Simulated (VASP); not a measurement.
# TaTi4 (I4/mmm) in VASP: relaxation of cell and atoms with PBE

Aim: the relaxation of cell and atoms of TaTi4 with PBE.

All numbers are computed with VASP 6.6.1; they aren't measurements. Logs are shortened: lines on timing, memory, paths and dates and some standing lists are left out, and cuts for length are marked.

### 1 The cell of the first run

It takes space group I4/mmm (No. 139, tetragonal). Conventional cell: a = 6.321 Å, b = 6.321 Å, c = 4.375 Å, α = 90.00°, β = 90.00°, γ = 90.00°. Ti (site symmetry m2m) has 7 Ti at 2.57 to 2.84 Å and 4 Ta at 2.88 to 3.41 Å within 3.5 Å. Ta (site symmetry 4/mmm) has 16 Ti at 2.88 to 3.41 Å within 3.8 Å.

The cell was generated, and may not be a known phase.

### 2 Relaxation of cell and atoms, PBE

The input, INCAR:

```
SYSTEM = TaTi4
PREC = Accurate
ENCUT = 600
EDIFF = 1E-7
ISMEAR = 0
SIGMA = 0.1
LREAL = .False.
LASPH = .True.
NELM = 100
ALGO = Fast
ISIF = 3
LWAVE = .False.
LCHARG = .False.
GGA = PE
IBRION = 2
NSW = 100
EDIFFG = -0.01
```

The input, KPOINTS:

```
regular mesh
0
Gamma
  8 8 8
  0 0 0
```

The input, POSCAR:

```
TaTi4
1.0
   -3.1604509294      3.1604509294      2.1875479439
    3.1604509294     -3.1604509294      2.1875479439
    3.1604509294      3.1604509294     -2.1875479439
Ti Ta
4 1
Direct
    0.0000000000      0.7030119493      0.7030119493
    0.0000000000      0.2969880507      0.2969880507
    0.7030119493      0.0000000000      0.7030119493
    0.2969880507      0.0000000000      0.2969880507
    0.5000000000      0.5000000000      0.0000000000
```

Potentials or basis: VASP PAW PBE potentials, release 64 (Ti_sv, Ta_pv).

The run is started by

```bash
> cat potpaw_PBE.64/Ti_sv/POTCAR potpaw_PBE.64/Ta_pv/POTCAR > POTCAR
> mpirun -np 1 vasp_std > vasp.out
```

OUTCAR:

```text
SYSTEM = TaTi4
   PREC = Accurate
   ENCUT = 600
   EDIFF = 1E-7
   ISMEAR = 0
   LREAL = .False.
   LASPH = .True.
   NELM = 100
   ISIF = 3
   GGA = PE
   IBRION = 2
   NSW = 100
   EDIFFG = -0.01

 ion  position               nearest neighbor table
   1  0.000  0.703  0.703-   2 2.57   4 2.65   3 2.65   3 2.84   4 2.84   3 2.84   4 2.84   5 2.88
                             5 2.88
   2  0.000  0.297  0.297-   1 2.57   4 2.65   3 2.65   3 2.84   4 2.84   3 2.84   4 2.84   5 2.88
                             5 2.88
   3  0.703  0.000  0.703-   4 2.57   1 2.65   2 2.65   2 2.84   1 2.84   1 2.84   2 2.84   5 2.88
                             5 2.88
   4  0.297  0.000  0.297-   3 2.57   2 2.65   1 2.65   1 2.84   2 2.84   1 2.84   2 2.84   5 2.88
                             5 2.88
   5  0.500  0.500  0.000-   1 2.88   3 2.88   4 2.88   2 2.88   4 2.88   2 2.88   1 2.88   3 2.88

  LATTYP: Found a body centered tetragonal cell.
 ALAT       =     6.3209018588
 C/A-ratio  =     0.6921632364

  Lattice vectors:

 A1 = (  -3.1604509294,   3.1604509294,   2.1875479439)
 A2 = (   3.1604509294,  -3.1604509294,   2.1875479439)
 A3 = (   3.1604509294,   3.1604509294,  -2.1875479439)

Analysis of symmetry for initial positions (statically):
=====================================================================
 Subroutine PRICEL returns:
 Original cell was already a primitive cell.

 Routine SETGRP: Setting up the symmetry group for a
 body centered tetragonal supercell.

 Subroutine GETGRP returns: Found 16 space group operations
 (whereof 16 operations were pure point group operations)
 out of a pool of 16 trial point group operations.

The static configuration has the point symmetry D_4h.

Analysis of symmetry for dynamics (positions and initial velocities):
=====================================================================
 Subroutine PRICEL returns:
 Original cell was already a primitive cell.

 Routine SETGRP: Setting up the symmetry group for a
 body centered tetragonal supercell.

 Subroutine GETGRP returns: Found 16 space group operations
 (whereof 16 operations were pure point group operations)
 out of a pool of 16 trial point group operations.

The dynamic configuration has the point symmetry D_4h.

 Subroutine INISYM returns: Found 16 space group operations
 (whereof 16 operations are pure point group operations),
 and found     1 'primitive' translations

----------------------------------------------------------------------------------------

                                     Primitive cell

  volume of cell :      87.4009

  direct lattice vectors                    reciprocal lattice vectors
    -3.160450929  3.160450929  2.187547944     0.000000000  0.158205272  0.228566419
     3.160450929 -3.160450929  2.187547944     0.158205272  0.000000000  0.228566419
     3.160450929  3.160450929 -2.187547944     0.158205272  0.158205272  0.000000000

  length of vectors
     4.976169828  4.976169828  4.976169828     0.277977546  0.277977546  0.223736042

  position of ions in fractional coordinates (direct lattice)
     0.000000000  0.703011949  0.703011949
     0.000000000  0.296988051  0.296988051
     0.703011949  0.000000000  0.703011949
     0.296988051  0.000000000  0.296988051
     0.500000000  0.500000000  0.000000000

  ion indices of the primitive-cell ions
   primitive index   ion index
                 1           1
                 2           2
                 3           3
                 4           4
                 5           5

----------------------------------------------------------------------------------------

 KPOINTS: regular mesh

Automatic generation of k-mesh.
 Grid dimensions read from file:
 generate k-points for:    8    8    8

 Generating k-lattice:

  Cartesian coordinates                     Fractional coordinates (reciprocal lattice)
     0.000000000  0.019775659  0.028570802     0.125000000  0.000000000  0.000000000
     0.019775659  0.000000000  0.028570802     0.000000000  0.125000000  0.000000000
     0.019775659  0.019775659  0.000000000     0.000000000  0.000000000  0.125000000

  Length of vectors
     0.034747193  0.034747193  0.027967005

  Shift w.r.t. Gamma in fractional coordinates (k-lattice)
     0.000000000  0.000000000  0.000000000

 Subroutine IBZKPT returns following result:
 ===========================================

 Found     59 irreducible k-points:

 Following reciprocal coordinates:
            Coordinates               Weight
  0.000000  0.000000  0.000000      1.000000
  0.125000  0.000000  0.000000      8.000000
  0.250000  0.000000  0.000000      8.000000
  0.375000  0.000000  0.000000      8.000000
  0.500000  0.000000  0.000000      4.000000
  0.125000  0.125000  0.000000      8.000000
[... 16 lines left out ...]
  0.250000  0.125000  0.125000     16.000000
  0.375000  0.125000  0.125000      8.000000
 [... further k-points ...]
   k-points           NKPTS =     59   k-points in BZ     NKDIM =     59   number of bands    NBANDS=     35
   number of dos      NEDOS =    301   number of ions     NIONS =      5
   total plane-waves  NPLWV =  64000
   dimension x,y,z NGX =    40 NGY =   40 NGZ =   40
   dimension x,y,z NGXF=    80 NGYF=   80 NGZF=   80
   ions per type =               4   1
   NGX,Y,Z   is equivalent  to a cutoff of  13.36, 13.36, 13.36 a.u.
   NGXF,Y,Z  is equivalent  to a cutoff of  26.73, 26.73, 26.73 a.u.
 SYSTEM =  TaTi4
   PREC   = accura    normal or accurate (medium, high low for compatibility)
   ISTART =      0    job   : 0-new  1-cont  2-samecut
   ICHARG =      2    charge: 1-file 2-atom 10-const
   ISPIN  =      1    spin polarized calculation?
   LNONCOLLINEAR =      F non collinear calculations
   LSORBIT =      F    spin-orbit coupling
   LASPH  =      T    aspherical Exc in radial PAW
   ENCUT  =  600.0 eV  44.10 Ry    6.64 a.u.   9.94  9.94  9.94*2*pi/ulx,y,z
   NELM   =    100;   NELMIN=  2; NELMDL= -5     # of ELM steps
   EDIFF  = 0.1E-06   stopping-criterion for ELM
   LREAL  =      F    real-space projection
   EDIFFG = -.1E-01   stopping-criterion for IOM
   NSW    =    100    number of steps for IOM
   IBRION =      2    ionic relax: 0-MD 1-quasi-New 2-CG
   NFREE  =      1    steps in history (QN), initial steepest desc. (CG)
   ISIF   =      3    stress and relaxation
   ISYM   =      2    0-nonsym 1-usesym 2-fastsym
   POTIM  = 0.5000    time-step for ionic-motion
   TEBEG  =    0.0;   TEEND  =   0.0 temperature during run
   PSTRESS=    0.0 pullay stress
   NELECT =      59.0000    total number of electrons
   NUPDOWN=      -1.0000    fix difference up-down
   EMIN   =  10.00;   EMAX   =-10.00  energy-range for DOS
   EFERMI =   0.00;   METHOD = LEGACY
   ISMEAR =     0;   SIGMA  =   0.10  broadening in eV -4-tet -1-fermi 0-gaus
   EFERMI_NEDOS =   21; number of points for ismear=-14 and -15
   IALGO  =     68    algorithm
   IMIX   =      4    mixing-type and parameters
     AMIX     =   0.40;   BMIX     =  1.00
     AMIX_MAG =   1.60;   BMIX_MAG =  1.00
  volume/ion in A,a.u.               =      17.48       117.96
  Fermi-wavevector in a.u.,A,eV,Ry     =   1.436107  2.713850 28.060719  2.062405
  Thomas-Fermi vector in A             =   2.555332
   LORBIT       =      0    0 simple, 1 ext, 2 COOP (PROOUT), +10 PAW based schemes
   GGA     = PE    functional components
   LHFCALC =     F    Hartree Fock is set to
   AEXX    =    0.0000 exact exchange contribution
   IVDW    =     0    specifies the selected vdW correction
   LEPSILON=     F    determine dielectric tensor
   LRPA    =     F    only Hartree local field effects (RPA)
 conjugate gradient relaxation of ions
 non-spin polarized calculation
 RMM-DIIS sequential band-by-band and
 Gauss-broadening in eV      SIGMA  =   0.10
  energy-cutoff  :      600.00
  volume of cell :       87.40
 maximum number of plane-waves:      2944
   NGX = 19   NGY = 19   NGZ = 19

--------------------------------------- Ionic step        1  -------------------------------------------

 number of electron      59.0000003 magnetization

 Free energy of the ion-electron system (eV)
  ---------------------------------------------------
  ext. energy  EPLUGINS =         0.00000000
  ---------------------------------------------------
  free energy    TOTEN  =       -42.48234679 eV

  energy without entropy =      -42.46938525  energy(sigma->0) =      -42.47586602

------------------------ aborting loop because EDIFF is reached ----------------------------------------

  FORCE on cell =-STRESS in cart. coord.  units (eV):
  Direction    XX          YY          ZZ          XY          YZ          ZX
  --------------------------------------------------------------------------------------
  -------------------------------------------------------------------------------------
  Total        0.2200830      0.2200830     -0.5879369      0.0000000      0.0000000      0.0000000
  in kB        4.0344221      4.0344221    -10.7776877      0.0000000      0.0000000      0.0000000
  external PRESSURE =      -0.9029478 kB  Pullay stress =       0.0000000 kB

 VOLUME and BASIS-vectors are now :
 -----------------------------------------------------------------------------
  energy-cutoff  :      600.00
  volume of cell :       87.40
      direct lattice vectors                 reciprocal lattice vectors
    -3.160450929  3.160450929  2.187547944     0.000000000  0.158205272  0.228566419
     3.160450929 -3.160450929  2.187547944     0.158205272  0.000000000  0.228566419
     3.160450929  3.160450929 -2.187547944     0.158205272  0.158205272  0.000000000
[... 196 lines left out ...]
 POSITION                                       TOTAL-FORCE (eV/Angst)
 -----------------------------------------------------------------------------------
      1.29936      3.18719      2.15701        -0.014538     -0.000000      0.000000
     -1.29936      3.18719      2.15701         0.014538     -0.000000     -0.000000
      3.18719      1.29936      2.15701         0.000000     -0.014538      0.000000
      3.18719     -1.29936      2.15701        -0.000000      0.014538     -0.000000
      3.18719      3.18719      0.00000         0.000000     -0.000000     -0.000000
 -----------------------------------------------------------------------------------
    total drift:                                0.000000      0.000000     -0.000000

  FREE ENERGIE OF THE ION-ELECTRON SYSTEM (eV)
  ---------------------------------------------------
  free  energy   TOTEN  =       -42.4892073117 eV

  energy  without entropy=      -42.4759480957  energy(sigma->0) =      -42.48257770

--------------------------------------- Ionic step        7  -------------------------------------------

 number of electron      59.0000002 magnetization

 Free energy of the ion-electron system (eV)
  ---------------------------------------------------
  ext. energy  EPLUGINS =         0.00000000
  ---------------------------------------------------
  free energy    TOTEN  =       -42.48924960 eV

  energy without entropy =      -42.47596242  energy(sigma->0) =      -42.48260601

 E-fermi :   7.7350     XC(G=0): -11.7006

 val. band max:        7.7219809708   @ k =  -0.1250   0.3750   0.1250
 cond. band min:       7.7615050810   @ k =   0.2500   0.2500   0.1250
 fundamental gap:      0.0395241102
 Fermi energy:         7.7350367324

 k-point     1 :       0.0000    0.0000    0.0000
  band No.  band energies     occupation
      1     -49.0711      2.00000
      2     -48.8926      2.00000
      3     -48.8926      2.00000
      4     -48.8572      2.00000
      5     -26.4395      2.00000
      6     -26.4238      2.00000
[... 901 lines left out ...]
     34       8.4748      0.00000
     35       8.7550      0.00000

 [... further k-points ...]

------------------------ aborting loop because EDIFF is reached ----------------------------------------

  FORCE on cell =-STRESS in cart. coord.  units (eV):
  Direction    XX          YY          ZZ          XY          YZ          ZX
  --------------------------------------------------------------------------------------
  -------------------------------------------------------------------------------------
  Total       -0.0139185     -0.0139185     -0.0136718      0.0000000      0.0000000      0.0000000
  in kB       -0.2544601     -0.2544601     -0.2499496      0.0000000      0.0000000      0.0000000
  external PRESSURE =      -0.2529566 kB  Pullay stress =       0.0000000 kB

 VOLUME and BASIS-vectors are now :
 -----------------------------------------------------------------------------
  energy-cutoff  :      600.00
  volume of cell :       87.64
      direct lattice vectors                 reciprocal lattice vectors
    -3.188286748  3.188286748  2.155301118     0.000000000  0.156824037  0.231986146
     3.188286748 -3.188286748  2.155301118     0.156824037  0.000000000  0.231986146
     3.188286748  3.188286748 -2.155301118     0.156824037  0.156824037  0.000000000

 POSITION                                       TOTAL-FORCE (eV/Angst)
 -----------------------------------------------------------------------------------
      4.48751      0.00000      0.00000         0.002353      0.000000     -0.000000
      1.88906      0.00000      0.00000        -0.002353     -0.000000      0.000000
      0.00000      4.48751      0.00000        -0.000000      0.002353     -0.000000
      0.00000      1.88906      0.00000        -0.000000     -0.002353      0.000000
      0.00000      0.00000      2.15530        -0.000000      0.000000      0.000000
 -----------------------------------------------------------------------------------
    total drift:                               -0.000000     -0.000000      0.000000

  FREE ENERGIE OF THE ION-ELECTRON SYSTEM (eV)
  ---------------------------------------------------
  free  energy   TOTEN  =       -42.4892495982 eV

  energy  without entropy=      -42.4759624223  energy(sigma->0) =      -42.48260601

 reached required accuracy - stopping structural energy minimisation
```

It took 50 min on 1 thread of AMD EPYC 9R45 (Zen 5), shared host; peak memory 0.36 GiB.

What came out:

```yaml
Free_energy: -42.4892 eV
Relaxed_volume: 17.53 Å³/atom
Relaxed_cell: a = 4.998 Å, b = 4.998 Å, c = 4.998 Å, α = 100.72°, β = 100.72°, γ = 128.90°
Space_group_after_relaxing_to_0.1_Å: I4/mmm (No. 139)
Energy_gained_by_relaxing: 1.4 meV/atom
Ionic_steps: 7
Pressure_after_relaxing: 0.0 GPa
Band_gap_on_the_k_mesh: zero (an odd number of electrons rules out a gap without spin polarisation)
```

Forces in eV/Å, atoms in the order of the input:
```
Ti   0.002  0.000  0.000
Ti  -0.002  0.000  0.000
Ti   0.000  0.002  0.000
Ti   0.000 -0.002  0.000
Ta   0.000  0.000  0.000
```

The path:
| step | energy change (eV) | largest force (eV/Å) | pressure (GPa) | volume (Å³) |
| --- | --- | --- | --- | --- |
| 1 | 0.0000 | 0.0421 | -0.09 | 87.40 |
| 2 | -0.0037 | 0.0196 | 0.22 | 87.27 |
| 3 | -0.0056 | 0.0096 | 0.61 | 87.11 |
| 4 | -0.0066 | 0.0167 | -0.33 | 87.87 |
| 5 | -0.0069 | 0.0136 | -0.04 | 87.63 |
| 6 | -0.0069 | 0.0145 | -0.06 | 87.64 |
| 7 | -0.0069 | 0.0024 | -0.03 | 87.64 |

Final structure:
```yaml
crystal:
  lattice:
    - [-3.18829, 3.18829, 2.15530]
    - [3.18829, -3.18829, 2.15530]
    - [3.18829, 3.18829, -2.15530]
  atoms:
    - { symbol: Ti, position: [0.00000, 0.70375, 0.70375] }
    - { symbol: Ti, position: [0.00000, 0.29625, 0.29625] }
    - { symbol: Ti, position: [0.70375, 0.00000, 0.70375] }
    - { symbol: Ti, position: [0.29625, 0.00000, 0.29625] }
    - { symbol: Ta, position: [0.50000, 0.50000, 0.00000] }
```

Caveat: spin-orbit coupling is left out, which moves the levels of the heavy elements.

The gap in the log of VASP goes by the Fermi energy; the results here count the filled bands.